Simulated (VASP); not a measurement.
# GdO (F-43m) in VASP: a series of runs

Aim: see how the results for GdO move with the level of theory and the settings. Levels: PBE, RPBE, r2SCAN. Tasks: single point.

Everything below comes from runs of VASP 6.6.1. Logs are shortened: lines on timing, memory, paths and dates and some standing lists are left out, and cuts for length are marked.

## 1. The cell of the first run

The structure is cubic, space group F-43m (No. 216). Conventional cell: a = 5.400 Å, b = 5.400 Å, c = 5.400 Å, α = 90.00°, β = 90.00°, γ = 90.00°. Within 3.1 Å of Gd (site symmetry -43m) lie 4 O at 2.34 Å. O (site symmetry -43m) has 4 Gd at 2.34 Å within 3.1 Å.

## 2. Single point, PBE, collinear spin, ferromagnetic start

Contents of INCAR:

```
PREC     = Accurate       # precision mode
ENCUT    = 520            # plane-wave cutoff, eV
EDIFF    = 1E-6           # SCF threshold, eV
ISMEAR   = -1             # smearing method
SIGMA    = 0.1            # smearing width, eV
LREAL    = F              # projectors in reciprocal space
LASPH    = T              # aspherical terms in the spheres
NELM     = 150            # most SCF steps
ALGO     = Normal         # electronic algorithm
ISIF     = 2              # what is computed and relaxed
LWAVE    = F              # write WAVECAR
LCHARG   = F              # write CHGCAR
ISPIN    = 2              # spin polarisation
MAGMOM   = 9.1 0          # initial moments
LORBIT   = 11             # projections on sites
LMAXMIX  = 6              # l up to which the mixer works
GGA      = PE             # functional
NBANDS   = 23             # bands
```

Contents of KPOINTS:

```
Automatic mesh
0
Gamma
  10 10 10
```

Contents of POSCAR:

```
GdO
1.0
    0.0000000000      2.7000000000      2.7000000000
    2.7000000000      0.0000000000      2.7000000000
    2.7000000000      2.7000000000      0.0000000000
Gd O
1 1
Direct
    0.0000000000      0.0000000000      0.0000000000
    0.2500000000      0.2500000000      0.2500000000
```

Potentials or basis: VASP PAW PBE potentials, release 64 (Gd, O).

On the command line:

```sh
$ cat potpaw_PBE.64/Gd/POTCAR potpaw_PBE.64/O/POTCAR > POTCAR
$ mpirun -np 1 vasp_std > vasp.out
```

OUTCAR:

```text
PREC = Accurate
   ENCUT = 520
   EDIFF = 1E-6
   ISMEAR = -1
   LREAL = F
   LASPH = T
   NELM = 150
   ISIF = 2
   ISPIN = 2
   LORBIT = 11
   GGA = PE

 ion  position               nearest neighbor table
   1  0.000  0.000  0.000-   2 2.34   2 2.34   2 2.34   2 2.34
   2  0.250  0.250  0.250-   1 2.34   1 2.34   1 2.34   1 2.34

  LATTYP: Found a face centered cubic cell.
 ALAT       =     5.4000000000

  Lattice vectors:

 A1 = (   0.0000000000,   2.7000000000,   2.7000000000)
 A2 = (   2.7000000000,   0.0000000000,   2.7000000000)
 A3 = (   2.7000000000,   2.7000000000,   0.0000000000)

Analysis of symmetry for initial positions (statically):
=====================================================================
 Subroutine PRICEL returns:
 Original cell was already a primitive cell.

 Routine SETGRP: Setting up the symmetry group for a
 face centered cubic supercell.

 Subroutine GETGRP returns: Found 24 space group operations
 (whereof 24 operations were pure point group operations)
 out of a pool of 48 trial point group operations.

The static configuration has the point symmetry T_d .

Analysis of symmetry for dynamics (positions and initial velocities):
=====================================================================
 Subroutine PRICEL returns:
 Original cell was already a primitive cell.

 Routine SETGRP: Setting up the symmetry group for a
 face centered cubic supercell.

 Subroutine GETGRP returns: Found 24 space group operations
 (whereof 24 operations were pure point group operations)
 out of a pool of 48 trial point group operations.

The dynamic configuration has the point symmetry T_d .

Analysis of structural, dynamic, and magnetic symmetry:
=====================================================================
 Subroutine PRICEL returns:
 Original cell was already a primitive cell.

 Routine SETGRP: Setting up the symmetry group for a
 face centered cubic supercell.

 Subroutine GETGRP returns: Found 24 space group operations
 (whereof 24 operations were pure point group operations)
 out of a pool of 48 trial point group operations.

The overall configuration has the point symmetry T_d .

 Subroutine INISYM returns: Found 24 space group operations
 (whereof 24 operations are pure point group operations),
 and found     1 'primitive' translations

----------------------------------------------------------------------------------------

                                     Primitive cell

  volume of cell :      39.3660

  direct lattice vectors                    reciprocal lattice vectors
     0.000000000  2.700000000  2.700000000    -0.185185185  0.185185185  0.185185185
     2.700000000  0.000000000  2.700000000     0.185185185 -0.185185185  0.185185185
     2.700000000  2.700000000  0.000000000     0.185185185  0.185185185 -0.185185185

  length of vectors
     3.818376618  3.818376618  3.818376618     0.320750150  0.320750150  0.320750150

  position of ions in fractional coordinates (direct lattice)
     0.000000000  0.000000000  0.000000000
     0.250000000  0.250000000  0.250000000

  ion indices of the primitive-cell ions
   primitive index   ion index
                 1           1
                 2           2

----------------------------------------------------------------------------------------

 KPOINTS: Automatic mesh

Automatic generation of k-mesh.
 Grid dimensions read from file:
 generate k-points for:   10   10   10

 Generating k-lattice:

  Cartesian coordinates                     Fractional coordinates (reciprocal lattice)
    -0.018518519  0.018518519  0.018518519     0.100000000  0.000000000  0.000000000
     0.018518519 -0.018518519  0.018518519     0.000000000  0.100000000  0.000000000
     0.018518519  0.018518519 -0.018518519     0.000000000  0.000000000  0.100000000

  Length of vectors
     0.032075015  0.032075015  0.032075015

  Shift w.r.t. Gamma in fractional coordinates (k-lattice)
     0.000000000  0.000000000  0.000000000

 Subroutine IBZKPT returns following result:
 ===========================================

 Found     47 irreducible k-points:

 Following reciprocal coordinates:
            Coordinates               Weight
  0.000000  0.000000  0.000000      1.000000
  0.100000  0.000000  0.000000      8.000000
  0.200000  0.000000  0.000000      8.000000
  0.300000  0.000000  0.000000      8.000000
  0.400000  0.000000  0.000000      8.000000
  0.500000  0.000000  0.000000      4.000000
[... 16 lines left out ...]
  0.300000  0.300000  0.000000      6.000000
  0.400000  0.300000  0.000000     24.000000
 [... further k-points ...]
   k-points           NKPTS =     47   k-points in BZ     NKDIM =     47   number of bands    NBANDS=     23
   number of dos      NEDOS =    301   number of ions     NIONS =      2
   total plane-waves  NPLWV =  21952
   dimension x,y,z NGX =    28 NGY =   28 NGZ =   28
   dimension x,y,z NGXF=    56 NGYF=   56 NGZF=   56
   ions per type =               1   1
   NGX,Y,Z   is equivalent  to a cutoff of  12.19, 12.19, 12.19 a.u.
   NGXF,Y,Z  is equivalent  to a cutoff of  24.38, 24.38, 24.38 a.u.
 SYSTEM =  unknown system
   PREC   = accura    normal or accurate (medium, high low for compatibility)
   ISTART =      0    job   : 0-new  1-cont  2-samecut
   ICHARG =      2    charge: 1-file 2-atom 10-const
   ISPIN  =      2    spin polarized calculation?
   LNONCOLLINEAR =      F non collinear calculations
   LSORBIT =      F    spin-orbit coupling
   LASPH  =      T    aspherical Exc in radial PAW
   ENCUT  =  520.0 eV  38.22 Ry    6.18 a.u.   7.10  7.10  7.10*2*pi/ulx,y,z
   NELM   =    150;   NELMIN=  2; NELMDL= -5     # of ELM steps
   EDIFF  = 0.1E-05   stopping-criterion for ELM
   LREAL  =      F    real-space projection
   EDIFFG = 0.1E-04   stopping-criterion for IOM
   NSW    =      0    number of steps for IOM
   IBRION =     -1    ionic relax: 0-MD 1-quasi-New 2-CG
   NFREE  =      0    steps in history (QN), initial steepest desc. (CG)
   ISIF   =      2    stress and relaxation
   ISYM   =      2    0-nonsym 1-usesym 2-fastsym
   POTIM  = 0.5000    time-step for ionic-motion
   TEBEG  =    0.0;   TEEND  =   0.0 temperature during run
   PSTRESS=    0.0 pullay stress
   NELECT =      24.0000    total number of electrons
   NUPDOWN=      -1.0000    fix difference up-down
   EMIN   =  10.00;   EMAX   =-10.00  energy-range for DOS
   EFERMI =   0.00;   METHOD = LEGACY
   ISMEAR =    -1;   SIGMA  =   0.10  broadening in eV -4-tet -1-fermi 0-gaus
   EFERMI_NEDOS =   21; number of points for ismear=-14 and -15
   IALGO  =     38    algorithm
   IMIX   =      4    mixing-type and parameters
     AMIX     =   0.40;   BMIX     =  1.00
     AMIX_MAG =   1.60;   BMIX_MAG =  1.00
  volume/ion in A,a.u.               =      19.68       132.83
  Fermi-wavevector in a.u.,A,eV,Ry     =   1.388156  2.623234 26.218100  1.926976
  Thomas-Fermi vector in A             =   2.512309
   LORBIT       =     11    0 simple, 1 ext, 2 COOP (PROOUT), +10 PAW based schemes
   GGA     = PE    functional components
   LHFCALC =     F    Hartree Fock is set to
   AEXX    =    0.0000 exact exchange contribution
   IVDW    =     0    specifies the selected vdW correction
   LEPSILON=     F    determine dielectric tensor
   LRPA    =     F    only Hartree local field effects (RPA)
 spin polarized calculation
  energy-cutoff  :      520.00
  volume of cell :       39.37
 maximum number of plane-waves:      1073
   NGX = 15   NGY = 15   NGZ = 15

 number of electron      23.9999989 magnetization       7.5218780

 Free energy of the ion-electron system (eV)
  ---------------------------------------------------
  ext. energy  EPLUGINS =         0.00000000
  ---------------------------------------------------
  free energy    TOTEN  =       -22.08355477 eV

  energy without entropy =      -22.01127514  energy(sigma->0) =      -22.04741495

 E-fermi :   4.0974     XC(G=0): -10.0796

 val. band max:        4.0645408823   @ k =  -0.2000   0.3000   0.1000
 cond. band min:       4.1000545360   @ k =   0.3000   0.2000   0.0000
 fundamental gap:      0.0355136537
 Fermi energy:         4.0973614928

 spin component 1

 k-point     1 :       0.0000    0.0000    0.0000
  band No.  band energies     occupation
      1     -41.3655      1.00000
      2     -18.6447      1.00000
      3     -18.6447      1.00000
      4     -18.6447      1.00000
      5     -15.3647      1.00000
      6      -1.8112      1.00000
[... 15 lines left out ...]
     22      15.2803      0.00000
     23      15.6492      0.00000

 k-point     2 :       0.1000    0.0000    0.0000
  band No.  band energies     occupation
      1     -41.3618      1.00000
      2     -18.7549      1.00000
      3     -18.6522      1.00000
      4     -18.6522      1.00000
      5     -15.2636      1.00000
      6      -1.8730      1.00000
[... 564 lines left out ...]
 k-point    24 :       0.4000    0.3000    0.0000
  band No.  band energies     occupation
      1     -41.3246      1.00000
      2     -19.4875      1.00000
      3     -18.8222      1.00000
      4     -18.7989      1.00000
      5     -14.4934      1.00000
      6      -2.2561      1.00000
[... 15 lines left out ...]
     22      13.3685      0.00000
     23      14.6783      0.00000

 [... further k-points ...]

 spin component 2

 k-point     1 :       0.0000    0.0000    0.0000
  band No.  band energies     occupation
      1     -38.2105      1.00000
      2     -16.3387      1.00000
      3     -16.3387      1.00000
      4     -16.3387      1.00000
      5     -15.3217      1.00000
      6      -1.4672      1.00000
[... 15 lines left out ...]
     22      16.4917      0.00000
     23      16.4938      0.00000

 k-point     2 :       0.1000    0.0000    0.0000
  band No.  band energies     occupation
      1     -38.2056      1.00000
      2     -16.6216      1.00000
      3     -16.3483      1.00000
      4     -16.3483      1.00000
      5     -15.0560      1.00000
      6      -1.5062      1.00000
[... 564 lines left out ...]
 k-point    24 :       0.4000    0.3000    0.0000
  band No.  band energies     occupation
      1     -38.1557      1.00000
      2     -17.8177      1.00000
      3     -16.5663      1.00000
      4     -16.5361      1.00000
      5     -13.8542      1.00000
      6      -1.8916      1.00000
[... 15 lines left out ...]
     22      14.4816      0.00000
     23      15.8127      0.00000

 [... further k-points ...]
[... 5 lines left out ...]
  --------------------------------------------------------------------------------------
  -------------------------------------------------------------------------------------
  Total       -0.0956428     -0.0956428     -0.0956428      0.0000000      0.0000000     -0.0000000
  in kB       -3.8926143     -3.8926143     -3.8926143      0.0000000      0.0000000     -0.0000000
  external PRESSURE =      -3.8926143 kB  Pullay stress =       0.0000000 kB

 VOLUME and BASIS-vectors are now :
 -----------------------------------------------------------------------------
  energy-cutoff  :      520.00
  volume of cell :       39.37
      direct lattice vectors                 reciprocal lattice vectors
     0.000000000  2.700000000  2.700000000    -0.185185185  0.185185185  0.185185185
     2.700000000  0.000000000  2.700000000     0.185185185 -0.185185185  0.185185185
     2.700000000  2.700000000  0.000000000     0.185185185  0.185185185 -0.185185185

 POSITION                                       TOTAL-FORCE (eV/Angst)
 -----------------------------------------------------------------------------------
      0.00000      0.00000      0.00000        -0.000000     -0.000000     -0.000000
      1.35000      1.35000      1.35000         0.000000      0.000000      0.000000
 -----------------------------------------------------------------------------------
    total drift:                                0.000000      0.000000      0.000000

  FREE ENERGIE OF THE ION-ELECTRON SYSTEM (eV)
  ---------------------------------------------------
  free  energy   TOTEN  =       -22.0835547671 eV

  energy  without entropy=      -22.0112751379  energy(sigma->0) =      -22.04741495

 total charge

# of ion       s       p       d       f       tot
--------------------------------------------------
    1        2.032   5.633   0.471   7.086  15.223
    2        1.569   3.427   0.000   0.000   4.996
--------------------------------------------------
tot          3.601   9.060   0.471   7.086  20.218

 magnetization (x)

# of ion       s       p       d       f       tot
--------------------------------------------------
    1        0.001  -0.056   0.172   6.728   6.845
    2        0.002  -0.020   0.000   0.000  -0.018
--------------------------------------------------
tot          0.003  -0.076   0.172   6.728   6.827
```

Wall time 4.1 min (1 thread of Intel Xeon 8259CL, shared host); peak memory 0.23 GiB.

Results:

- Free energy: -22.0836 eV
- Pressure: -0.4 GPa
- Net moment: 7.52 μB per cell
- Site moments: Gd +6.84; O -0.02 μB
- Valence electrons inside the program's atomic spheres: Gd 15.22; O 5.00

Levels at points of the mesh, in eV from the Fermi level:
Spin up:
```
           k point  band 14  band 15  band 16  band 17  band 18  band 19
(0.00, 0.00, 0.00)    -4.55    -4.55    -2.17     2.61     2.61     4.53
(0.50, 0.00, 0.00)    -4.44    -4.44     0.22     2.47     2.47     3.00
(0.50, 0.50, 0.00)    -4.09    -4.09    -0.86     1.04     4.19     4.68
```
Spin down:
```
           k point  band 6  band 7  band 8  band 9  band 10  band 11
(0.00, 0.00, 0.00)   -5.56   -5.56   -5.56   -1.41     0.50     0.50
(0.50, 0.00, 0.00)   -5.17   -5.17   -5.15    0.19     0.39     0.55
(0.50, 0.50, 0.00)   -6.10   -4.48   -4.48    0.34     0.38     0.52
```

Caveat: spin-orbit coupling is left out, which moves the levels of the heavy elements; a cell with one magnetic atom can't hold antiferromagnetic order, which such compounds often take; semilocal functionals describe open f shells poorly, which spoils levels, moments and volumes.

## 3. Single point, RPBE, collinear spin, ferromagnetic start

Contents of INCAR:

```
PREC = Accurate ; ENCUT = 520
EDIFF = 1E-7 ; ISMEAR = -1
SIGMA = 0.1 ; LREAL = False
LASPH = True ; NELM = 150
ALGO = Normal ; ISIF = 2
LWAVE = False ; LCHARG = False
ISPIN = 2 ; MAGMOM = 9.1 0
LORBIT = 11 ; LMAXMIX = 6
GGA = RP ; NBANDS = 23
```

Contents of KPOINTS:

```
regular mesh
0
Gamma
  10 10 10
```

POSCAR is that of step 2.

Potentials or basis: VASP PAW PBE potentials, release 64 (Gd, O).

On the command line:

```sh
$ cat potpaw_PBE.64/Gd/POTCAR potpaw_PBE.64/O/POTCAR > POTCAR
$ mpirun -np 1 vasp_std > vasp.out
```

It took 4.4 min on 1 thread of Intel Xeon 8259CL, shared host; peak memory 0.23 GiB.

The run converged. Its results:

```
Free energy                                           : -21.4333 eV
Pressure                                              : 2.3 GPa
Net moment                                            : 7.63 μB per cell
Site moments                                          : Gd +6.87; O -0.01 μB
Valence electrons inside the program's atomic spheres : Gd 15.23; O 5.01
```

Levels at points of the mesh, in eV from the Fermi level:
Spin up:
```tsv
k point	band 12	band 13	band 14	band 15	band 16	band 17	band 18	band 19	band 20	band 21
(0.00, 0.00, 0.00)	-4.83	-4.67	-4.67	-4.67	-2.24	2.64	2.64	4.51	4.51	4.51
(0.50, 0.00, 0.00)	-4.83	-4.65	-4.54	-4.54	0.15	2.49	2.49	2.99	4.63	4.63
(0.50, 0.50, 0.00)	-4.86	-4.67	-4.13	-4.13	-0.95	1.07	4.21	4.64	4.64	7.21
```
Spin down:
| k point | band 4 | band 5 | band 6 | band 7 | band 8 | band 9 | band 10 | band 11 | band 12 | band 13 |
| --- | --- | --- | --- | --- | --- | --- | --- | --- | --- | --- |
| (0.00, 0.00, 0.00) | -20.51 | -19.48 | -5.52 | -5.52 | -5.52 | -1.11 | 0.48 | 0.48 | 0.48 | 0.66 |
| (0.50, 0.00, 0.00) | -20.61 | -18.20 | -5.13 | -5.13 | -5.08 | 0.24 | 0.39 | 0.52 | 0.52 | 0.58 |
| (0.50, 0.50, 0.00) | -20.76 | -17.85 | -6.02 | -4.45 | -4.45 | 0.36 | 0.43 | 0.48 | 0.51 | 0.51 |

Caveat: the PAW data sets were made with another functional, which shifts forces and pressure a little; spin-orbit coupling is left out, which moves the levels of the heavy elements; a cell with one magnetic atom can't hold antiferromagnetic order, which such compounds often take; semilocal functionals describe open f shells poorly, which spoils levels, moments and volumes. With open d or f shells a metallic result of RPBE can be an artefact of self-interaction; +U or a hybrid may open a gap.

## 4. Single point, r2SCAN, collinear spin, ferromagnetic start

POSCAR is that of step 3.

Contents of INCAR.step1:

```
  PREC = Accurate
  ENCUT = 520
  ISMEAR = -1
  SIGMA = 0.1
  LREAL = False
  LASPH = True
  NELM = 150
  ISPIN = 2
  MAGMOM = 9.1 0
  LMAXMIX = 6
  NBANDS = 23
  GGA = PE
  ALGO = Normal
  EDIFF = 1E-4
  LWAVE = True
  LCHARG = False
```

Contents of INCAR.step2:

```
  PREC = Accurate
  ENCUT = 520
  EDIFF = 1E-6
  ISMEAR = -1
  SIGMA = 0.1
  LREAL = False
  LASPH = True
  NELM = 150
  ALGO = Normal
  ISIF = 2
  LWAVE = False
  LCHARG = False
  ISPIN = 2
  MAGMOM = 9.1 0
  LORBIT = 11
  LMAXMIX = 6
  METAGGA = R2SCAN
  LMIXTAU = True
  NBANDS = 23
  ISTART = 1
```

KPOINTS is that of step 3.

On the command line:

```sh
$ cat potpaw_PBE.64/Gd/POTCAR potpaw_PBE.64/O/POTCAR > POTCAR
$ cp INCAR.step1 INCAR
$ mpirun -np 1 vasp_std > vasp.out
$ cp INCAR.step2 INCAR
$ mpirun -np 1 vasp_std > vasp.out
```

Wall time 13 min (1 thread of Intel Xeon 8259CL, shared host); peak memory 0.25 GiB.

The run converged. Its results:

```
Free energy                                           : -52.8989 eV
Pressure                                              : -2.5 GPa
Net moment                                            : 7.90 μB per cell
Site moments                                          : Gd +6.98; O +0.02 μB
Valence electrons inside the program's atomic spheres : Gd 15.17; O 5.03
```

Levels at points of the mesh, in eV from the Fermi level:
Spin up:
```tsv
k point	band 14	band 15	band 16	band 17	band 18	band 19
(0.00, 0.00, 0.00)	-5.51	-5.51	-2.45	2.72	2.72	4.56
(0.50, 0.00, 0.00)	-5.24	-5.24	-0.09	2.56	2.56	3.26
(0.50, 0.50, 0.00)	-4.64	-4.64	-1.26	1.17	4.26	4.63
```
Spin down:
| k point | band 6 | band 7 | band 8 | band 9 | band 10 | band 11 |
| --- | --- | --- | --- | --- | --- | --- |
| (0.00, 0.00, 0.00) | -5.77 | -5.77 | -5.77 | -0.92 | 1.13 | 1.13 |
| (0.50, 0.00, 0.00) | -5.37 | -5.37 | -5.30 | 0.80 | 1.03 | 1.15 |
| (0.50, 0.50, 0.00) | -6.28 | -4.66 | -4.66 | 0.90 | 0.92 | 1.13 |

Caveat: the PAW data sets were made with another functional, which shifts forces and pressure a little; spin-orbit coupling is left out, which moves the levels of the heavy elements; a cell with one magnetic atom can't hold antiferromagnetic order, which such compounds often take; semilocal functionals describe open f shells poorly, which spoils levels, moments and volumes. With open d or f shells a metallic result of r2SCAN can be an artefact of self-interaction; +U or a hybrid may open a gap.

## 5. Summary

```tsv
level	gap on the mesh (eV)	pressure (GPa)	moment (μB)
PBE	none	-0.4	7.52
RPBE	none	2.3	7.63
r2SCAN	none	-2.5	7.90
```

Alike in all rows: task single point; potentials or basis VASP PAW PBE potentials, release 64 (Gd, O); spin collinear, ferromagnetic start; cell as given; k mesh 10 × 10 × 10; cutoff (eV) 520; smearing fermi-dirac 0.1 eV.

The pressure there spans -2.5 GPa (r2SCAN) to 2.3 GPa (RPBE); a positive pressure means that this level wants a larger cell, a negative one a smaller.

Caveats: spin-orbit coupling is left out, which moves the levels of the heavy elements; a cell with one magnetic atom can't hold antiferromagnetic order, which such compounds often take; semilocal functionals describe open f shells poorly, which spoils levels, moments and volumes; the PAW data sets were made with another functional, which shifts forces and pressure a little (at least some runs).

Absolute energies hang on the potentials; compare differences alone.
